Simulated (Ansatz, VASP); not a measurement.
Two plane-wave programs on GaP

```
Ga P
1.0
     0.00000    2.70742    2.70742
     2.70742    0.00000    2.70742
     2.70742    2.70742    0.00000
Ga P
1 1
Direct
  0.00000 0.00000 0.00000
  0.25000 0.25000 0.25000
```

Alike in both runs: functional r2SCAN; k mesh 10 × 10 × 10; occupations fermi-dirac, width 0.02 eV; no spin polarisation.

Ansatz relaxed the structure, and its values are those at the end. VASP's run is a single point on that final structure, the one shown.

```csv
,VASP,Ansatz
version,VASP 6.6.1,Ansatz 0.2.0
potentials or method,"VASP PAW PBE potentials, release 64 (Ga_d, P), cutoff 520 eV",PAW plane waves
valence electrons in the cell,18,18
```

Ansatz gave:

```
gap on the k mesh at the Fermi level (eV) : 1.83
pressure (GPa)                            : 1.9
```

Q: Estimate VASP's values.

A: gap on the k mesh at the Fermi level (eV): 1.83; pressure (GPa): 1.8.

VASP's potentials were made for PBE, not for r2SCAN. With one functional, cell and mesh, what is left measures potentials, basis and numerics. Ansatz's warnings: stress scf threshold loose.
